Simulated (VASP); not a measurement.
PbS: single point with PBE

Crystal: PbS.

```
Pb S
1.0
     4.08970    0.00000    0.00000
    -2.04485    3.54178    0.00000
     0.00000    0.00000    3.78817
Pb S
1 1
Cartesian
  0.0000 0.0000 0.0000
  2.0448 1.1806 1.8941
```

```
Program             : VASP 6.6.1
Task                : single point
Functional          : PBE
Potentials or basis : VASP PAW PBE potentials, release 64 (Pb_d, S)
Cutoff              : 520 eV
k mesh              : 8 × 8 × 7
Occupations         : gaussian, width 0.014 eV
Spin                : no spin polarisation
```

- Pressure: 0.0 GPa
- Band gap on the k mesh: 0.21 eV (least direct gap 1.65 eV)

Levels at points of the mesh, in eV from the valence-band top:
| k point | band 7 | band 8 | band 9 | band 10 | band 11 | band 12 | band 13 | band 14 |
| --- | --- | --- | --- | --- | --- | --- | --- | --- |
| (0.00, 0.00, 0.00) | -6.37 | -2.06 | -1.58 | -1.58 | 3.55 | 3.55 | 5.36 | 6.59 |
| (0.50, 0.00, 0.00) | -8.37 | -2.59 | -1.70 | -1.08 | 2.01 | 4.03 | 5.35 | 5.50 |

Run time: 37 s on 1 thread of Intel Xeon 8259CL, on a shared host, peak memory 0.19 GiB.

Caveat: spin-orbit coupling is left out, which moves the levels of the heavy elements; an odd mesh through Γ misses points on the zone boundary, where band edges can lie.
